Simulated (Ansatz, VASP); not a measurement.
## One calculation of F, two programs

```
F
1.0
    -1.48125    1.48125    1.48125
     1.48125   -1.48125    1.48125
     1.48125    1.48125   -1.48125
F
1
Cartesian
  0.0000 0.0000 0.0000
```

Alike in both runs: task relaxation of cell and atoms; functional PBEsol; k mesh 20 × 20 × 20; occupations fermi-dirac, width 0.1 eV; no spin polarisation.

```csv
,VASP,Ansatz
version,VASP 6.6.1,Ansatz 0.2.0
potentials or method,"VASP PAW PBE potentials, release 64 (F)","PAW with Ansatz's default frozen-core files, scalar-relativistic"
plane-wave cutoff (eV),600,420
valence electrons in the cell,7,7
```

```csv
,VASP,Ansatz,Ansatz less VASP
relaxed volume (Å³/atom),9.16,9.24,+0.084
relaxed cell length with the largest relative difference (Å),2.283,2.290,+0.0070
```

VASP's potentials were made for PBE, not for PBEsol.

Noted on VASP's run: the volume moved by over 15 % at a fixed basis, so the end points are rough.
